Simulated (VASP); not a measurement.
Cs2Be3:

```
Cs Be
1.0
     5.14119    0.00000    0.00000
     0.00000    5.14119    0.00000
     0.00000    0.00000    5.14119
Cs Be
2 3
Direct
  0.50000 0.50000 0.50000
  0.00000 0.00000 0.00000
  0.00000 0.50000 0.50000
  0.50000 0.00000 0.50000
  0.50000 0.50000 0.00000
```

The cell was built from a structure type or drawn by symmetry, and may not be a known phase.

| Quantity | Value |
| --- | --- |
| Program | VASP 6.6.1 |
| Task | relaxation of cell and atoms |
| Functional | PBE |
| Potentials or basis | VASP PAW PBE potentials, release 64 (Cs_sv, Be) |
| Cutoff | 600 eV |
| k mesh | 4 × 4 × 4 |
| Occupations | gaussian, width 0.1 eV |
| Spin | no spin polarisation |

At the start: pressure 8.2 GPa; volume 27.18 Å³/atom.

Task: Where does the relaxation end?

Result: Over 4 steps the energy falls by 492.4 meV/atom and the volume is 53.90 Å³/atom (+98.3 %); space group Pm-3m (No. 221, to 0.1 Å) before and after.

Step by step:
| step | energy change (eV) | largest force (eV/Å) | pressure (GPa) | volume (Å³) |
| --- | --- | --- | --- | --- |
| 1 | 0.0000 | 0.0000 | 8.19 | 135.89 |
| 2 | -1.3551 | 0.0000 | 5.47 | 165.11 |
| 3 | -2.4547 | 0.0000 | -0.20 | 277.21 |
| 4 | -2.4622 | 0.0000 | -0.11 | 269.49 |

Final structure:
```cif
data_structure
_symmetry_space_group_name_H-M 'P 1'
_symmetry_Int_Tables_number 1
_cell_length_a 6.4592
_cell_length_b 6.4592
_cell_length_c 6.4592
_cell_angle_alpha 90.000
_cell_angle_beta 90.000
_cell_angle_gamma 90.000
_cell_volume 269.49
loop_
_atom_site_label
_atom_site_type_symbol
_atom_site_fract_x
_atom_site_fract_y
_atom_site_fract_z
_atom_site_occupancy
Cs1 Cs 0.50000 0.50000 0.50000 1
Cs2 Cs 0.00000 0.00000 0.00000 1
Be1 Be 0.00000 0.50000 0.50000 1
Be2 Be 0.50000 0.00000 0.50000 1
Be3 Be 0.50000 0.50000 0.00000 1
```

Caveat: the volume moved by over 15 % at a fixed basis, so the end points are rough.
